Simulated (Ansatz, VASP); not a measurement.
Te: VASP beside Ansatz

```
CELL_PARAMETERS angstrom
0.00000 3.52990 3.52990
3.52990 0.00000 3.52990
3.52990 3.52990 0.00000
ATOMIC_POSITIONS crystal
Te 0.12500 0.12500 0.12500
Te 0.87500 0.87500 0.87500
```

Alike in both runs: task single point; functional PBEsol; k mesh 9 × 9 × 9; occupations fermi-dirac, width 0.1 eV; no spin polarisation.

```csv
,VASP,Ansatz
version,VASP 6.6.1,Ansatz 0.2.0
potentials or method,"VASP PAW PBE potentials, release 64 (Te), cutoff 520 eV","plane waves (420 eV) with PAW, scalar-relativistic"
valence electrons in the cell,12,32
```

```csv
,VASP,Ansatz,Ansatz less VASP
pressure (GPa),0.0,0.0,-0.03
```

VASP's potentials were made for PBE, not for PBEsol, and Ansatz warns of the same on its side. VASP's potentials hold 12 valence electrons a cell and Ansatz's 32, so a difference there can come from the potentials and not from the codes.

Neither program's run includes spin-orbit coupling.
